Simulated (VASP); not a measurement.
# V (Fm-3m) in VASP: further runs

Runs on V. Level: PBEsol. Tasks: single point.

Program: VASP 6.6.1. These are calculated values, not measurements. Logs are shortened: lines on timing, memory, paths and dates and some standing lists are left out, and cuts for length are marked.

### Step 1. The cell of the first run

Symmetry: Fm-3m, No. 225, cubic system. The conventional cell has a = 3.771 Å, b = 3.771 Å, c = 3.771 Å, α = 90.00°, β = 90.00°, γ = 90.00°. Within 3.5 Å of V (site symmetry m-3m) lie 12 V at 2.67 Å.

### Step 2. Single point, PBEsol, collinear spin, ferromagnetic start

INCAR

```
ALGO = Normal
EDIFF = 1E-7
ENCUT = 520
GGA = PS
ISIF = 2
ISMEAR = 0
ISPIN = 2
LASPH = T
LCHARG = F
LMAXMIX = 4
LORBIT = 11
LREAL = F
LWAVE = F
MAGMOM = 0.22
NBANDS = 16
NELM = 150
PREC = Accurate
SIGMA = 0.1
```

KPOINTS

```
k-points
0
Gamma
  8 8 8
```

POSCAR

```
V
1.0
    0.0000000000      1.8857074329      1.8857074329
    1.8857074329      0.0000000000      1.8857074329
    1.8857074329      1.8857074329      0.0000000000
V
1
Direct
    0.0000000000      0.0000000000      0.0000000000
```

Potentials or basis: VASP PAW PBE potentials, release 64 (V_sv).

Started as:

```bash
$ cat potpaw_PBE.64/V_sv/POTCAR > POTCAR
$ mpirun -np 1 vasp_std > vasp.out
```

OUTCAR:

```text
EDIFF = 1E-7
   ENCUT = 520
   GGA = PS
   ISIF = 2
   ISMEAR = 0
   ISPIN = 2
   LASPH = T
   LORBIT = 11
   LREAL = F
   NELM = 150
   PREC = Accurate

 ion  position               nearest neighbor table
   1  0.000  0.000  0.000-

  LATTYP: Found a face centered cubic cell.
 ALAT       =     3.7714148658

  Lattice vectors:

 A1 = (   0.0000000000,   1.8857074329,   1.8857074329)
 A2 = (   1.8857074329,   0.0000000000,   1.8857074329)
 A3 = (   1.8857074329,   1.8857074329,   0.0000000000)

Analysis of symmetry for initial positions (statically):
=====================================================================
 Subroutine PRICEL returns:
 Original cell was already a primitive cell.

 Routine SETGRP: Setting up the symmetry group for a
 face centered cubic supercell.

 Subroutine GETGRP returns: Found 48 space group operations
 (whereof 48 operations were pure point group operations)
 out of a pool of 48 trial point group operations.

The static configuration has the point symmetry O_h .

Analysis of symmetry for dynamics (positions and initial velocities):
=====================================================================
 Subroutine PRICEL returns:
 Original cell was already a primitive cell.

 Routine SETGRP: Setting up the symmetry group for a
 face centered cubic supercell.

 Subroutine GETGRP returns: Found 48 space group operations
 (whereof 48 operations were pure point group operations)
 out of a pool of 48 trial point group operations.

The dynamic configuration has the point symmetry O_h .

Analysis of structural, dynamic, and magnetic symmetry:
=====================================================================
 Subroutine PRICEL returns:
 Original cell was already a primitive cell.

 Routine SETGRP: Setting up the symmetry group for a
 face centered cubic supercell.

 Subroutine GETGRP returns: Found 48 space group operations
 (whereof 48 operations were pure point group operations)
 out of a pool of 48 trial point group operations.

The overall configuration has the point symmetry O_h .

 Subroutine INISYM returns: Found 48 space group operations
 (whereof 48 operations are pure point group operations),
 and found     1 'primitive' translations

----------------------------------------------------------------------------------------

                                     Primitive cell

  volume of cell :      13.4107

  direct lattice vectors                    reciprocal lattice vectors
     0.000000000  1.885707433  1.885707433    -0.265152479  0.265152479  0.265152479
     1.885707433  0.000000000  1.885707433     0.265152479 -0.265152479  0.265152479
     1.885707433  1.885707433  0.000000000     0.265152479  0.265152479 -0.265152479

  length of vectors
     2.666793026  2.666793026  2.666793026     0.459257565  0.459257565  0.459257565

  position of ions in fractional coordinates (direct lattice)
     0.000000000  0.000000000  0.000000000

  ion indices of the primitive-cell ions
   primitive index   ion index
                 1           1

----------------------------------------------------------------------------------------

 KPOINTS: k-points

Automatic generation of k-mesh.
 Grid dimensions read from file:
 generate k-points for:    8    8    8

 Generating k-lattice:

  Cartesian coordinates                     Fractional coordinates (reciprocal lattice)
    -0.033144060  0.033144060  0.033144060     0.125000000  0.000000000  0.000000000
     0.033144060 -0.033144060  0.033144060     0.000000000  0.125000000  0.000000000
     0.033144060  0.033144060 -0.033144060     0.000000000  0.000000000  0.125000000

  Length of vectors
     0.057407196  0.057407196  0.057407196

  Shift w.r.t. Gamma in fractional coordinates (k-lattice)
     0.000000000  0.000000000  0.000000000

 Subroutine IBZKPT returns following result:
 ===========================================

 Found     29 irreducible k-points:

 Following reciprocal coordinates:
            Coordinates               Weight
  0.000000  0.000000  0.000000      1.000000
  0.125000  0.000000  0.000000      8.000000
  0.250000  0.000000  0.000000      8.000000
  0.375000  0.000000  0.000000      8.000000
  0.500000  0.000000  0.000000      4.000000
  0.125000  0.125000  0.000000      6.000000
[... 16 lines left out ...]
  0.500000  0.250000  0.125000     48.000000
 -0.375000  0.250000  0.125000     24.000000
 [... further k-points ...]
   k-points           NKPTS =     29   k-points in BZ     NKDIM =     29   number of bands    NBANDS=     16
   number of dos      NEDOS =    301   number of ions     NIONS =      1
   total plane-waves  NPLWV =   8000
   dimension x,y,z NGX =    20 NGY =   20 NGZ =   20
   dimension x,y,z NGXF=    40 NGYF=   40 NGZF=   40
   ions per type =               1
   NGX,Y,Z   is equivalent  to a cutoff of  12.47, 12.47, 12.47 a.u.
   NGXF,Y,Z  is equivalent  to a cutoff of  24.94, 24.94, 24.94 a.u.
 SYSTEM =  unknown system
   PREC   = accura    normal or accurate (medium, high low for compatibility)
   ISTART =      0    job   : 0-new  1-cont  2-samecut
   ICHARG =      2    charge: 1-file 2-atom 10-const
   ISPIN  =      2    spin polarized calculation?
   LNONCOLLINEAR =      F non collinear calculations
   LSORBIT =      F    spin-orbit coupling
   LASPH  =      T    aspherical Exc in radial PAW
   ENCUT  =  520.0 eV  38.22 Ry    6.18 a.u.   4.96  4.96  4.96*2*pi/ulx,y,z
   NELM   =    150;   NELMIN=  2; NELMDL= -5     # of ELM steps
   EDIFF  = 0.1E-06   stopping-criterion for ELM
   LREAL  =      F    real-space projection
   EDIFFG = 0.1E-05   stopping-criterion for IOM
   NSW    =      0    number of steps for IOM
   IBRION =     -1    ionic relax: 0-MD 1-quasi-New 2-CG
   NFREE  =      0    steps in history (QN), initial steepest desc. (CG)
   ISIF   =      2    stress and relaxation
   ISYM   =      2    0-nonsym 1-usesym 2-fastsym
   POTIM  = 0.5000    time-step for ionic-motion
   TEBEG  =    0.0;   TEEND  =   0.0 temperature during run
   PSTRESS=    0.0 pullay stress
   NELECT =      13.0000    total number of electrons
   NUPDOWN=      -1.0000    fix difference up-down
   EMIN   =  10.00;   EMAX   =-10.00  energy-range for DOS
   EFERMI =   0.00;   METHOD = LEGACY
   ISMEAR =     0;   SIGMA  =   0.10  broadening in eV -4-tet -1-fermi 0-gaus
   EFERMI_NEDOS =   21; number of points for ismear=-14 and -15
   IALGO  =     38    algorithm
   IMIX   =      4    mixing-type and parameters
     AMIX     =   0.40;   BMIX     =  1.00
     AMIX_MAG =   1.60;   BMIX_MAG =  1.00
  volume/ion in A,a.u.               =      13.41        90.50
  Fermi-wavevector in a.u.,A,eV,Ry     =   1.620211  3.061755 35.716442  2.625084
  Thomas-Fermi vector in A             =   2.714187
   LORBIT       =     11    0 simple, 1 ext, 2 COOP (PROOUT), +10 PAW based schemes
   GGA     = PS    functional components
   LHFCALC =     F    Hartree Fock is set to
   AEXX    =    0.0000 exact exchange contribution
   IVDW    =     0    specifies the selected vdW correction
   LEPSILON=     F    determine dielectric tensor
   LRPA    =     F    only Hartree local field effects (RPA)
 spin polarized calculation
 Gauss-broadening in eV      SIGMA  =   0.10
  energy-cutoff  :      520.00
  volume of cell :       13.41
 maximum number of plane-waves:       371
   NGX =  9   NGY =  9   NGZ =  9

 number of electron      13.0000009 magnetization       0.0002864

 Free energy of the ion-electron system (eV)
  ---------------------------------------------------
  ext. energy  EPLUGINS =         0.00000000
  ---------------------------------------------------
  free energy    TOTEN  =        -9.36206937 eV

  energy without entropy =       -9.35051459  energy(sigma->0) =       -9.35629198

 E-fermi :   9.9508     XC(G=0): -13.0849

 val. band max:        9.9343967977   @ k =  -0.3750   0.1250   0.0000
 cond. band min:       9.9609716604   @ k =   0.5000   0.0000   0.0000
 fundamental gap:      0.0265748627
 Fermi energy:         9.9507868996

 spin component 1

 k-point     1 :       0.0000    0.0000    0.0000
  band No.  band energies     occupation
      1     -53.8628      1.00000
      2     -27.2647      1.00000
      3     -27.2647      1.00000
      4     -27.2647      1.00000
      5       3.0116      1.00000
      6      10.1041      0.01505
[... 8 lines left out ...]
     15      37.7230      0.00000
     16      38.8332      0.00000

 k-point     2 :       0.1250    0.0000    0.0000
  band No.  band energies     occupation
      1     -53.8351      1.00000
      2     -27.4043      1.00000
      3     -27.2820      1.00000
      4     -27.2820      1.00000
      5       3.5973      1.00000
      6       9.8063      0.97952
[... 8 lines left out ...]
     15      37.5023      0.00000
     16      38.5613      0.00000

 k-point     3 :       0.2500    0.0000    0.0000
  band No.  band energies     occupation
      1     -53.7678      1.00000
      2     -27.7343      1.00000
      3     -27.3235      1.00000
      4     -27.3235      1.00000
      5       5.0660      1.00000
      6       9.3570      1.00000
[... 8 lines left out ...]
     15      37.1029      0.00000
     16      37.1029      0.00000

 k-point     4 :       0.3750    0.0000    0.0000
  band No.  band energies     occupation
      1     -53.6998      1.00000
      2     -28.0551      1.00000
      3     -27.3646      1.00000
      4     -27.3646      1.00000
      5       6.2771      1.00000
      6       9.8790      0.84501
[... 8 lines left out ...]
     15      35.9581      0.00000
     16      35.9581      0.00000
[... 324 lines left out ...]
 k-point    22 :       0.3750    0.2500    0.1250
  band No.  band energies     occupation
      1     -53.7177      1.00000
      2     -27.8118      1.00000
      3     -27.4909      1.00000
      4     -27.3786      1.00000
      5       6.1890      1.00000
      6       8.6447      1.00000
[... 8 lines left out ...]
     15      36.9985      0.00000
     16      39.6002      0.00000

 k-point    23 :       0.5000    0.2500    0.1250
  band No.  band energies     occupation
      1     -53.6630      1.00000
      2     -27.9825      1.00000
      3     -27.5910      1.00000
      4     -27.4296      1.00000
      5       7.3322      1.00000
      6       8.6327      1.00000
[... 8 lines left out ...]
     15      36.2625      0.00000
     16      40.9305      0.00000

 k-point    24 :      -0.3750    0.2500    0.1250
  band No.  band energies     occupation
      1     -53.6402      1.00000
      2     -28.0557      1.00000
      3     -27.6226      1.00000
      4     -27.4573      1.00000
      5       7.6310      1.00000
      6       8.4891      1.00000
[... 8 lines left out ...]
     15      36.7241      0.00000
     16      41.2609      0.00000

 [... further k-points ...]

 spin component 2

 k-point     1 :       0.0000    0.0000    0.0000
  band No.  band energies     occupation
      1     -53.8626      1.00000
      2     -27.2645      1.00000
      3     -27.2645      1.00000
      4     -27.2645      1.00000
      5       3.0118      1.00000
      6      10.1044      0.01494
[... 8 lines left out ...]
     15      37.7231      0.00000
     16      38.8334      0.00000

 k-point     2 :       0.1250    0.0000    0.0000
  band No.  band energies     occupation
      1     -53.8349      1.00000
      2     -27.4041      1.00000
      3     -27.2818      1.00000
      4     -27.2817      1.00000
      5       3.5975      1.00000
      6       9.8065      0.97937
[... 8 lines left out ...]
     15      37.5025      0.00000
     16      38.5615      0.00000

 k-point     3 :       0.2500    0.0000    0.0000
  band No.  band energies     occupation
      1     -53.7676      1.00000
      2     -27.7341      1.00000
      3     -27.3233      1.00000
      4     -27.3233      1.00000
      5       5.0662      1.00000
      6       9.3573      1.00000
[... 8 lines left out ...]
     15      37.1031      0.00000
     16      37.1031      0.00000

 k-point     4 :       0.3750    0.0000    0.0000
  band No.  band energies     occupation
      1     -53.6995      1.00000
      2     -28.0549      1.00000
      3     -27.3644      1.00000
      4     -27.3644      1.00000
      5       6.2773      1.00000
      6       9.8792      0.84441
[... 8 lines left out ...]
     15      35.9583      0.00000
     16      35.9583      0.00000
[... 324 lines left out ...]
 k-point    22 :       0.3750    0.2500    0.1250
  band No.  band energies     occupation
      1     -53.7175      1.00000
      2     -27.8116      1.00000
      3     -27.4907      1.00000
      4     -27.3784      1.00000
      5       6.1892      1.00000
      6       8.6449      1.00000
[... 8 lines left out ...]
     15      36.9987      0.00000
     16      39.6004      0.00000

 k-point    23 :       0.5000    0.2500    0.1250
  band No.  band energies     occupation
      1     -53.6628      1.00000
      2     -27.9823      1.00000
      3     -27.5908      1.00000
      4     -27.4293      1.00000
      5       7.3324      1.00000
      6       8.6329      1.00000
[... 8 lines left out ...]
     15      36.2627      0.00000
     16      40.9307      0.00000

 k-point    24 :      -0.3750    0.2500    0.1250
  band No.  band energies     occupation
      1     -53.6400      1.00000
      2     -28.0555      1.00000
      3     -27.6224      1.00000
      4     -27.4571      1.00000
      5       7.6312      1.00000
      6       8.4893      1.00000
[... 8 lines left out ...]
     15      36.7243      0.00000
     16      41.2611      0.00000

 [... further k-points ...]
[... 5 lines left out ...]
  --------------------------------------------------------------------------------------
  -------------------------------------------------------------------------------------
  Total        0.0204212      0.0204212      0.0204212     -0.0000000     -0.0000000      0.0000000
  in kB        2.4397132      2.4397132      2.4397132     -0.0000000     -0.0000000      0.0000000
  external PRESSURE =       2.4397132 kB  Pullay stress =       0.0000000 kB

 VOLUME and BASIS-vectors are now :
 -----------------------------------------------------------------------------
  energy-cutoff  :      520.00
  volume of cell :       13.41
      direct lattice vectors                 reciprocal lattice vectors
     0.000000000  1.885707433  1.885707433    -0.265152479  0.265152479  0.265152479
     1.885707433  0.000000000  1.885707433     0.265152479 -0.265152479  0.265152479
     1.885707433  1.885707433  0.000000000     0.265152479  0.265152479 -0.265152479

 POSITION                                       TOTAL-FORCE (eV/Angst)
 -----------------------------------------------------------------------------------
      0.00000      0.00000      0.00000         0.000000      0.000000      0.000000
 -----------------------------------------------------------------------------------
    total drift:                               -0.000000     -0.000000     -0.000000

  FREE ENERGIE OF THE ION-ELECTRON SYSTEM (eV)
  ---------------------------------------------------
  free  energy   TOTEN  =        -9.3620693690 eV

  energy  without entropy=       -9.3505145859  energy(sigma->0) =       -9.35629198

 total charge

# of ion       s       p       d       tot
------------------------------------------
    1        2.353   6.241   3.061  11.655

 magnetization (x)

# of ion       s       p       d       tot
------------------------------------------
    1        0.000   0.000   0.000   0.000
```

Run time: 9.7 s. Hardware: 1 thread of AMD EPYC 7R13 (Zen 3), shared host; peak memory 0.1 GiB.

What came out:

```
Free energy                                           : -9.3621 eV
Pressure                                              : 0.2 GPa
Net moment                                            : 0.00 μB per cell
Valence electrons inside the program's atomic spheres : V 11.65
```

Caveat: the k points lie up to 0.36 Å⁻¹ apart; the PAW data sets were made with another functional, which shifts forces and pressure a little.

### Step 3. Single point, PBEsol, collinear spin, ferromagnetic start

This run uses another cell than the first one, of 19.59 Å³/atom, 1.461 times its volume.

INCAR

```
SYSTEM = V
PREC = Accurate ; ENCUT = 520
EDIFF = 1E-6 ; ISMEAR = 0
SIGMA = 0.1 ; LREAL = .False.
LASPH = .True. ; NELM = 150
ALGO = Normal ; ISIF = 2
LWAVE = .False. ; LCHARG = .False.
ISPIN = 2 ; MAGMOM = 2
LORBIT = 11 ; LMAXMIX = 4
GGA = PS ; NBANDS = 16
```

KPOINTS

```
Automatic mesh
0
Gamma
  8 8 8
  0 0 0
```

POSCAR

```
V
1.0
    0.0000000000      2.1395283942      2.1395283942
    2.1395283942      0.0000000000      2.1395283942
    2.1395283942      2.1395283942      0.0000000000
V
1
Direct
    0.0000000000      0.0000000000      0.0000000000
```

Potentials or basis: VASP PAW PBE potentials, release 64 (V_sv).

Started as:

```bash
$ cat potpaw_PBE.64/V_sv/POTCAR > POTCAR
$ mpirun -np 1 vasp_std > vasp.out
```

Run time: 15 s. Hardware: 1 thread of AMD EPYC 7R13 (Zen 3), shared host; peak memory 0.12 GiB.

Results (log left out):

| Item | Value |
| --- | --- |
| Free energy | -8.4801 eV |
| Pressure | -33.3 GPa |
| Net moment | 0.23 μB per cell |
| Site moments | V +0.19 μB |
| Valence electrons inside the program's atomic spheres | V 11.19 |

Levels at points of the mesh, in eV from the Fermi level:
Spin up:
```tsv
k point	band 2	band 3	band 4	band 5	band 6	band 7	band 8	band 9	band 10	band 11
(0.00, 0.00, 0.00)	-38.04	-38.04	-38.04	-5.80	0.07	0.07	0.07	1.10	1.10	15.58
(0.50, 0.00, 0.00)	-38.29	-38.08	-38.08	-2.44	0.00	0.00	0.32	1.82	1.82	5.67
(0.50, 0.50, 0.00)	-38.28	-38.13	-38.13	-2.26	-1.66	1.79	2.01	2.01	2.18	7.95
```
Spin down:
```tsv
k point	band 2	band 3	band 4	band 5	band 6	band 7	band 8	band 9	band 10	band 11
(0.00, 0.00, 0.00)	-37.85	-37.85	-37.85	-5.71	0.24	0.24	0.24	1.29	1.29	15.67
(0.50, 0.00, 0.00)	-38.11	-37.89	-37.89	-2.31	0.17	0.17	0.40	2.00	2.00	5.82
(0.50, 0.50, 0.00)	-38.09	-37.95	-37.95	-2.12	-1.50	1.98	2.19	2.19	2.28	8.09
```

Caveat: the PAW data sets were made with another functional, which shifts forces and pressure a little.
